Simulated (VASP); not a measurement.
Input of a VASP 6.6.1 run:

INCAR

```
SYSTEM = MgSi3N2
ALGO = Normal
EDIFF = 1E-6
EDIFFG = -0.01
ENCUT = 600
GGA = PE
IBRION = 2
ISIF = 3
ISMEAR = 0
LASPH = .True.
LCHARG = .False.
LREAL = .False.
LWAVE = .False.
NELM = 80
NSW = 100
PREC = Accurate
SIGMA = 0.1
```

Contents of KPOINTS:

```
k-points
0
Gamma
  12 12 10
  0 0 0
```

The input POSCAR:

```
MgSi3N2
1.0
    5.1973212218      0.0000000000      0.0000000000
   -2.5986606109      4.5010122097      0.0000000000
    0.0000000000      0.0000000000      4.2563396057
Mg Si N
1 3 2
Direct
    0.0000000000      0.0000000000      0.6951135259
    0.5000000000      0.5000000000      0.3952523979
    0.5000000000      0.0000000000      0.3952523979
    0.0000000000      0.5000000000      0.3952523979
    0.6666666667      0.3333333333      0.1563831152
    0.3333333333      0.6666666667      0.1563831152
```

Potentials or basis: VASP PAW PBE potentials, release 64 (Mg, Si, N).

Command:

```console
$ cat potpaw_PBE.64/Mg/POTCAR potpaw_PBE.64/Si/POTCAR potpaw_PBE.64/N/POTCAR > POTCAR
$ mpirun -np 1 vasp_std > vasp.out
```

Q: Predict the relaxed cell.

A: a = 5.189 Å, b = 5.189 Å, c = 4.306 Å, α = 90.00°, β = 90.00°, γ = 120.00°.

Q: What does it give for the relaxed volume?

A: 16.74 Å³/atom.

Step by step:
| step | energy change (eV) | largest force (eV/Å) | pressure (GPa) | volume (Å³) |
| --- | --- | --- | --- | --- |
| 1 | 0.0000 | 0.0309 | -0.11 | 99.57 |
| 2 | -0.0002 | 0.0194 | 0.08 | 99.40 |
| 3 | -0.0002 | 0.0193 | 0.08 | 99.40 |
| 4 | -0.0003 | 0.0110 | 0.07 | 99.42 |
| 5 | -0.0003 | 0.0191 | 0.05 | 99.43 |
| 6 | -0.0004 | 0.0193 | 0.03 | 99.53 |
| 7 | -0.0006 | 0.0202 | -0.03 | 99.82 |
| 8 | -0.0008 | 0.0236 | -0.09 | 100.40 |
| 9 | -0.0008 | 0.0109 | 0.03 | 100.41 |
| 10 | -0.0008 | 0.0115 | 0.01 | 100.41 |
| 11 | -0.0008 | 0.0117 | 0.01 | 100.41 |
| 12 | -0.0009 | 0.0097 | 0.02 | 100.42 |
